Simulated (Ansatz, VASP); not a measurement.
**SnTe in VASP and in Ansatz**

File POSCAR:

```
SnTe
1.0
    0.0000000000      3.1255437385      3.1255437385
    3.1255437385      0.0000000000      3.1255437385
    3.1255437385      3.1255437385      0.0000000000
Sn Te
1 1
Direct
    0.0000000000      0.0000000000      0.0000000000
    0.5000000000      0.5000000000      0.5000000000
```

File INCAR.step1:

```
SYSTEM = SnTe
ALGO = Normal
EDIFF = 1E-4
ENCUT = 520
GGA = PE
ISMEAR = -1
LASPH = .True.
LCHARG = .False.
LREAL = .False.
LWAVE = .True.
NBANDS = 17
NELM = 60
PREC = Accurate
SIGMA = 0.02
```

File INCAR.step2:

```
SYSTEM = SnTe
ALGO = Normal
EDIFF = 1E-6
ENCUT = 520
ISIF = 2
ISMEAR = -1
ISTART = 1
LASPH = .True.
LCHARG = .True.
LELF = .True.
LMIXTAU = .True.
LREAL = .False.
LVHAR = .True.
LWAVE = .False.
METAGGA = R2SCAN
NBANDS = 17
NELM = 60
PREC = Accurate
SIGMA = 0.02
```

The input KPOINTS:

```
k-points
0
Gamma
  8 8 8
  0 0 0
```

Input for Ansatz:

```yaml
crystal:
  lattice:
    - [0.0, 3.1255437385, 3.1255437385]
    - [3.1255437385, 0.0, 3.1255437385]
    - [3.1255437385, 3.1255437385, 0.0]
  atoms:
    - { symbol: Sn, position: [0.0, 0.0, 0.0] }
    - { symbol: Te, position: [0.5, 0.5, 0.5] }
kpoints:
  mp_grid: { grid: [8, 8, 8] }
  band_path:
    path:
      - [0.0, 0.0, 0.0]
      - [0.5, 0.0, 0.5]
      - [0.625, 0.25, 0.625]
      - [0.375, 0.375, 0.75]
      - [0.5, 0.5, 0.5]
      - [0.5, 0.25, 0.75]
      - [-0.015951, -0.015788, 0.492106]
      - [-0.018311, -0.009359, 0.490885]
    npoints: 1
hamiltonian:
  xc: r2scan
scf:
  occupations: { method: fermi_dirac, width: 0.02 }
  n_extra_bands: 4
output:
  forces: true
  stress: true
  eigenvalues: true
  write_density: true
  write_potential: true
  elf: true
  volumetric_format: npy
```

Change from the starting cell: hydrostatic strain -2.0%.

Alike in both runs: task single point; functional r2SCAN; k mesh 8 × 8 × 8; occupations fermi-dirac, width 0.02 eV; no spin polarisation.

|  | VASP | Ansatz |
| --- | --- | --- |
| version | VASP 6.6.1 | Ansatz 0.2.0 |
| potentials or method | VASP PAW PBE potentials, release 64 (Sn_d, Te) | plane waves, PAW |
| plane-wave cutoff (eV) | 520 | 500 |
| valence electrons in the cell | 20 | 30 |

|  | VASP | Ansatz | Ansatz less VASP |
| --- | --- | --- | --- |
| pressure (GPa) | 2.9 | 2.9 | -0.02 |

VASP's potentials were made for PBE, not for r2SCAN. With one functional, cell and mesh, what is left measures potentials, basis and numerics. VASP's potentials hold 20 valence electrons a cell and Ansatz's 30, so a difference there can come from the potentials and not from the codes.

Spin-orbit coupling is off throughout.
